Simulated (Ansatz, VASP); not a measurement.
# GaN in VASP and in Ansatz

```
CELL_PARAMETERS angstrom
5.16408 0.00000 0.00000
-2.58204 4.47222 0.00000
0.00000 0.00000 3.39009
ATOMIC_POSITIONS crystal
Ga 0.00000 0.00000 0.50000
N 0.00000 0.00000 0.00000
```

Alike in both runs: functional PBE; k mesh 6 × 6 × 8; occupations gaussian, width 0.02 eV; no spin polarisation.

Ansatz relaxed the structure, and its values are those at the end. VASP's run is a single point on that final structure, the one shown.

|  | VASP | Ansatz |
| --- | --- | --- |
| version | VASP 6.6.1 | Ansatz 0.2.0 |
| potentials or method | VASP PAW PBE potentials, release 64 (Ga_d, N), cutoff 520 eV | scalar-relativistic, plane waves, PAW |
| valence electrons in the cell | 18 | 18 |

|  | VASP | Ansatz | Ansatz less VASP |
| --- | --- | --- | --- |
| gap on the k mesh at the Fermi level (eV) | 1.13 | 1.13 | +0.003 |
| least direct gap on the mesh (eV) | 2.81 | 2.82 | +0.005 |
| pressure (GPa) | -0.3 | 0.0 | +0.27 |
